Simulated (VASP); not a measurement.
Eu, 1 atom in the cell. The structure is cubic, space group Im-3m (No. 229). Conventional cell: a = 4.388 Å, b = 4.388 Å, c = 4.388 Å, α = 90.00°, β = 90.00°, γ = 90.00°. Within 5.0 Å of Eu (site symmetry m-3m) lie 14 Eu at 3.80 to 4.39 Å. 

```yaml
Program: VASP 6.6.1
Task: single point
Functional: PBE
Potentials_or_basis: VASP PAW PBE potentials, release 64 (Eu)
Cutoff: 520 eV
k_mesh: 10 × 10 × 10
Occupations: gaussian, width 0.01 eV
Spin: collinear spin, ferromagnetic start
Starting_moments: "[7.02] μB"
Dipole_correction: no
Further_INCAR_settings: ALGO = Normal; EDIFF = 1e-07; NBANDS = 18
```

Potentials or basis: VASP PAW PBE potentials, release 64 (Eu).

Command:

```console
$ cat potpaw_PBE.64/Eu/POTCAR > POTCAR
$ mpirun -np 1 vasp_std > vasp.out
```

Hardware: 1 thread of Intel Xeon 8259CL, with other jobs on the host.

Task: How long does it take, and how much memory?

Result: It took 3.2 min on 1 thread of Intel Xeon 8259CL (shared host), peak memory 0.22 GiB. Counts: scf iterations 18, k points 47.
